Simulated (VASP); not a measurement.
Wanted: the native input for a VASP 6.6.1 run.

```yaml
Task: single point
Functional: PBEsol
Potentials_or_basis: VASP PAW PBE potentials, release 64 (Al, N)
Cutoff: 520 eV
k_mesh: 8 × 8 × 8
Occupations: gaussian, width 0.01 eV
Spin: no spin polarisation
Dipole_correction: no
Further_INCAR_settings: ALGO = Normal; EDIFF = 1e-07; NBANDS = 11
```

The structure of AlN lies in POSCAR:

```
AlN
1.0
   -0.0109433892      2.1832061427      2.1832061427
    2.1832061427     -0.0109433892      2.1832061427
    2.1832061427      2.1832061427     -0.0109433892
Al N
1 1
Direct
   -0.0003569225     -0.0003569225     -0.0003569225
    0.2503569225      0.2503569225      0.2503569225
```

This cell differs from its parent crystal: equal xy, yz and zx engineering shears of -0.5 %.

One way to write it, as run:

INCAR

```
SYSTEM = AlN
  PREC = Accurate
  ENCUT = 520
  EDIFF = 1E-7
  ISMEAR = 0
  SIGMA = 0.01
  LREAL = .False.
  LASPH = .True.
  NELM = 100
  ALGO = Normal
  ISIF = 2
  LWAVE = .False.
  LCHARG = .True.
  GGA = PS
  LELF = .True.
  LVHAR = .True.
  NBANDS = 11
```

KPOINTS

```
regular mesh
0
Gamma
  8 8 8
  0 0 0
```

Potentials or basis: VASP PAW PBE potentials, release 64 (Al, N).

Command:

```sh
$ cat potpaw_PBE.64/Al/POTCAR potpaw_PBE.64/N/POTCAR > POTCAR
$ mpirun -np 1 vasp_std > vasp.out
```

Results of the run:

The pressure is 0.0 GPa. The band gap on the k mesh is 3.14 eV, indirect (least direct gap 4.03 eV).

Caveat: the cell differs from its parent crystal (equal xy, yz and zx engineering shears of -0.5 %); the PAW data sets were made with another functional, which shifts forces and pressure a little.

Wall time 5.3 s on 1 thread of Intel(R) Xeon(R) 6975P-C (Granite Rapids), with other jobs on the host, peak memory 0.13 GiB.
